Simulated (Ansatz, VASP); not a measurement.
**La2O3 in VASP and in Ansatz**

```
La O
1.0
     3.93078    0.00000    0.00000
    -1.96539    3.40415    0.00000
     0.00000    0.00000    6.11195
La O
2 3
Direct
  0.66667 0.33333 0.75376
  0.33333 0.66667 0.24624
  0.66667 0.33333 0.35411
  0.33333 0.66667 0.64589
  0.00000 0.00000 0.00000
```

Alike in both runs: task relaxation of cell and atoms; functional RPBE; k mesh 6 × 6 × 4; no spin polarisation.

|  | VASP | Ansatz |
| --- | --- | --- |
| version | VASP 6.6.1 | Ansatz 0.2.0 |
| potentials or method | VASP PAW PBE potentials, release 64 (La, O), cutoff 600 eV | plane waves, PAW |
| occupations | gaussian, width 0.01 eV | fixed |
| valence electrons in the cell | 40 | 40 |

Ansatz gave:

* relaxed volume (Å³/atom): 17.12
* relaxed cell length with the largest relative difference (Å): 6.290

**Question.** What did VASP give for the same quantities?

**Answer.** Relaxed volume (Å³/atom): 17.04; relaxed cell length with the largest relative difference (Å): 6.277.

VASP's potentials were made for PBE, not for RPBE.

Spin-orbit coupling is off throughout.
